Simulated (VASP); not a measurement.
# BN (R3m) in VASP: further runs, part 2 of 2

VASP 6.6.1. The steps go on from the part before.

## Step 3: Single point, LDA

This run uses another cell than the first one, of 8.78 Å³/atom, 1.043 times its volume.

Input file INCAR:

```
SYSTEM = BN
PREC = Accurate ; ENCUT = 520
EDIFF = 1E-6 ; ISMEAR = 0
SIGMA = 0.01 ; LREAL = .False.
LASPH = .True. ; NELM = 80
ALGO = Normal ; ISIF = 2
LWAVE = .False. ; LCHARG = .True.
LELF = .True. ; LVHAR = .True.
NBANDS = 11
```

Input file KPOINTS:

```
regular mesh
0
Gamma
  8 8 8
  0 0 0
```

Input file POSCAR:

```
BN
1.0
    1.2342128731      0.7125725195      3.3273482227
   -1.2342128731      0.7125725195      3.3273482227
    0.0000000000     -1.4251460255      3.3273482227
B N
1 1
Direct
    0.9996710000      0.9996710000      0.9996710000
    0.3327620000      0.3327620000      0.3327620000
```

Potentials or basis: VASP PAW LDA potentials, release 64 (B, N).

Started as:

```sh
> cat potpaw_LDA.64/B/POTCAR potpaw_LDA.64/N/POTCAR > POTCAR
> mpirun -np 1 vasp_std > vasp.out
```

OUTCAR:

```text
SYSTEM = BN
   PREC = Accurate
   ENCUT = 520
   EDIFF = 1E-6
   ISMEAR = 0
   LREAL = .False.
   LASPH = .True.
   NELM = 80
   ISIF = 2

 ion  position               nearest neighbor table
   1  1.000  1.000  1.000-   2 1.43   2 1.43   2 1.43
   2  0.333  0.333  0.333-   1 1.43   1 1.43   1 1.43

  LATTYP: Found a trigonal (rhomboedric) cell.
 ALAT       =     3.6197081660
 COS(alpha) =     0.7674785490

  Lattice vectors:

 A1 = (   1.2342128731,   0.7125725195,   3.3273482227)
 A2 = (  -1.2342128731,   0.7125725195,   3.3273482227)
 A3 = (   0.0000000000,  -1.4251460255,   3.3273482227)

Analysis of symmetry for initial positions (statically):
=====================================================================
 Subroutine PRICEL returns:
 Original cell was already a primitive cell.

 Routine SETGRP: Setting up the symmetry group for a
 trigonal (rhombohedral) supercell.

 Subroutine GETGRP returns: Found  6 space group operations
 (whereof  6 operations were pure point group operations)
 out of a pool of 12 trial point group operations.

The static configuration has the point symmetry C_3v.

Analysis of symmetry for dynamics (positions and initial velocities):
=====================================================================
 Subroutine PRICEL returns:
 Original cell was already a primitive cell.

 Routine SETGRP: Setting up the symmetry group for a
 trigonal (rhombohedral) supercell.

 Subroutine GETGRP returns: Found  6 space group operations
 (whereof  6 operations were pure point group operations)
 out of a pool of 12 trial point group operations.

The dynamic configuration has the point symmetry C_3v.

 Subroutine INISYM returns: Found  6 space group operations
 (whereof  6 operations are pure point group operations),
 and found     1 'primitive' translations

----------------------------------------------------------------------------------------

[... 118 lines left out ...]
   LHFCALC =     F    Hartree Fock is set to
   AEXX    =    0.0000 exact exchange contribution
   IVDW    =     0    specifies the selected vdW correction
   LEPSILON=     F    determine dielectric tensor
   LRPA    =     F    only Hartree local field effects (RPA)
 non-spin polarized calculation
 Gauss-broadening in eV      SIGMA  =   0.01
  energy-cutoff  :      520.00
  volume of cell :       17.56
 maximum number of plane-waves:       484
   NGX = 13   NGY = 13   NGZ = 13

 number of electron       7.9999999 magnetization

 Free energy of the ion-electron system (eV)
  ---------------------------------------------------
  ext. energy  EPLUGINS =         0.00000000
  ---------------------------------------------------
  free energy    TOTEN  =       -19.28026306 eV

  energy without entropy =      -19.28026306  energy(sigma->0) =      -19.28026306

 E-fermi :   2.4420     XC(G=0): -10.6022

 val. band max:        2.2885663278   @ k =  -0.1250   0.5000   0.1250
 cond. band min:       6.4257714612   @ k =   0.5000   0.5000   0.0000
 fundamental gap:      4.1372051334
 Fermi energy:         2.4419640116

 k-point     1 :       0.0000    0.0000    0.0000
  band No.  band energies     occupation
      1     -15.5288      2.00000
      2      -2.0682      2.00000
      3       1.0461      2.00000
      4       1.0461      2.00000
      5       7.2039      0.00000
      6      14.2031      0.00000
      7      14.2031      0.00000
      8      15.7685      0.00000
      9      17.8826      0.00000
     10      28.6638      0.00000
     11      30.4421      0.00000
[... 309 lines left out ...]
 k-point    24 :       0.3750    0.1250    0.1250
  band No.  band energies     occupation
      1     -14.2206      2.00000
      2      -2.8182      2.00000
      3      -1.3573      2.00000
      4      -0.6303      2.00000
      5      10.1776      0.00000
      6      12.8912      0.00000
      7      14.1151      0.00000
      8      18.8352      0.00000
      9      19.8378      0.00000
     10      24.2913      0.00000
     11      26.3329      0.00000

 [... further k-points ...]

------------------------ aborting loop because EDIFF is reached ----------------------------------------

  FORCE on cell =-STRESS in cart. coord.  units (eV):
  Direction    XX          YY          ZZ          XY          YZ          ZX
  --------------------------------------------------------------------------------------
  -------------------------------------------------------------------------------------
  Total        1.1114436      1.1114427     -0.0993139      0.0000000      0.0000000      0.0000000
  in kB      101.4212965    101.4212150     -9.0625784      0.0000000      0.0000009      0.0000000
  external PRESSURE =      64.5933110 kB  Pullay stress =       0.0000000 kB

 VOLUME and BASIS-vectors are now :
 -----------------------------------------------------------------------------
  energy-cutoff  :      520.00
  volume of cell :       17.56
      direct lattice vectors                 reciprocal lattice vectors
     1.234212873  0.712572520  3.327348223     0.405116500  0.233894215  0.100179899
    -1.234212873  0.712572520  3.327348223    -0.405116500  0.233894215  0.100179899
     0.000000000 -1.425146025  3.327348223     0.000000000 -0.467788429  0.100179830

 POSITION                                       TOTAL-FORCE (eV/Angst)
 -----------------------------------------------------------------------------------
      0.00000     -0.00000      9.97876         0.000000     -0.000000      0.000972
      0.00000     -0.00000      3.32165         0.000000      0.000000     -0.000972
 -----------------------------------------------------------------------------------
    total drift:                                0.000000      0.000022      0.000055

  FREE ENERGIE OF THE ION-ELECTRON SYSTEM (eV)
  ---------------------------------------------------
  free  energy   TOTEN  =       -19.2802630573 eV

  energy  without entropy=      -19.2802630573  energy(sigma->0) =      -19.28026306
```

OSZICAR:

```text
N       E                     dE             d eps       ncg     rms          rms(c)
DAV:   1     0.988724270255E+01    0.98872E+01   -0.46239E+03  1470   0.681E+02
DAV:   2    -0.207833759030E+02   -0.30671E+02   -0.29603E+02  1714   0.150E+02
DAV:   3    -0.214288272849E+02   -0.64545E+00   -0.64426E+00  1748   0.188E+01
DAV:   4    -0.214305441799E+02   -0.17169E-02   -0.17168E-02  1591   0.117E+00
DAV:   5    -0.214305516290E+02   -0.74491E-05   -0.74492E-05  1788   0.666E-02    0.806E+00
DAV:   6    -0.195605287730E+02    0.18700E+01   -0.58556E+00  1520   0.134E+01    0.360E+00
DAV:   7    -0.193412689275E+02    0.21926E+00   -0.23303E-01  1709   0.337E+00    0.213E+00
DAV:   8    -0.192806797522E+02    0.60589E-01   -0.14937E-01  1667   0.231E+00    0.246E-01
DAV:   9    -0.192802765594E+02    0.40319E-03   -0.23440E-03  1601   0.404E-01    0.139E-01
DAV:  10    -0.192802608437E+02    0.15716E-04   -0.17556E-04  1616   0.116E-01    0.205E-02
DAV:  11    -0.192802633624E+02   -0.25187E-05   -0.10022E-05  1709   0.208E-02    0.141E-02
DAV:  12    -0.192802630573E+02    0.30504E-06   -0.23006E-06  1511   0.960E-03
   1 F= -.19280263E+02 E0= -.19280263E+02  d E =-.423766-106
```

stdout:

```text
POSCAR found type information on POSCAR B N
 POSCAR found :  2 types and       2 ions
 scaLAPACK will be used
 LDA part: xc-table for (Slater(with rela. corr.)+CA(PZ))
 , standard interpolation
 POSCAR, INCAR and KPOINTS ok, starting setup
 FFT: planning ... GRIDC
 FFT: planning ... GRID_SOFT
 FFT: planning ... GRID
 WAVECAR not read
 entering main loop
```

It took 19 s on 1 thread of Intel Xeon Platinum 8488C (Sapphire Rapids), shared host; peak memory 0.13 GiB.

What came out:

- Free energy: -19.2803 eV
- Pressure: 6.5 GPa
- Band gap on the k mesh: 4.14 eV, indirect (least direct gap 4.91 eV)

A k mesh can miss the band edges. LDA gaps usually lie below the measured ones, often by a third to a half.
